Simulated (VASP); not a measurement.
A run of VASP 6.6.1:

INCAR

```
PREC = Accurate
ENCUT = 600
EDIFF = 1E-6
ISMEAR = 0
SIGMA = 0.2
LREAL = F
LASPH = T
NELM = 120
ALGO = Normal
ISIF = 2
LWAVE = F
LCHARG = T
GGA = PE
LELF = T
LVHAR = T
NBANDS = 60
GGA_COMPAT = F
```

File KPOINTS:

```
regular mesh
0
Gamma
  6 4 4
```

The input POSCAR:

```
NbGa2N2
1.0
   -4.1961502383      0.0000000000      0.0000000000
    0.0000000000      0.0000000000     -5.4740664507
    0.0000000000     -8.3923004766      0.0000000000
Nb Ga N
2 4 4
Direct
    0.5000000000      1.0000000000      0.7500000000
    0.5000000000      1.0000000000      0.2500000000
    0.5000000000      0.5000000000      0.7500000000
    0.5000000000      0.5000000000      0.2500000000
    1.0000000000      1.0000000000      1.0000000000
    1.0000000000      1.0000000000      0.5000000000
    1.0000000000      1.0000000000      0.7500000000
    1.0000000000      1.0000000000      0.2500000000
    0.5000000000      1.0000000000      0.5000000000
    0.5000000000      0.0000000000      1.0000000000
```

Potentials or basis: VASP PAW PBE potentials, release 64 (Nb_sv, Ga_d, N).

The run is started by

```bash
$ cat potpaw_PBE.64/Nb_sv/POTCAR potpaw_PBE.64/Ga_d/POTCAR potpaw_PBE.64/N/POTCAR > POTCAR
$ mpirun -np 1 vasp_std > vasp.out
```

Hardware: 1 thread of Oxide Virtual Turin-like Processor, on a shared host.

Problem. How long does it take, and how much memory?

Solution. It took 22 min on 1 thread of Oxide Virtual Turin-like Processor (shared host), peak memory 0.58 GiB. Counts: scf iterations 16, k points 36.
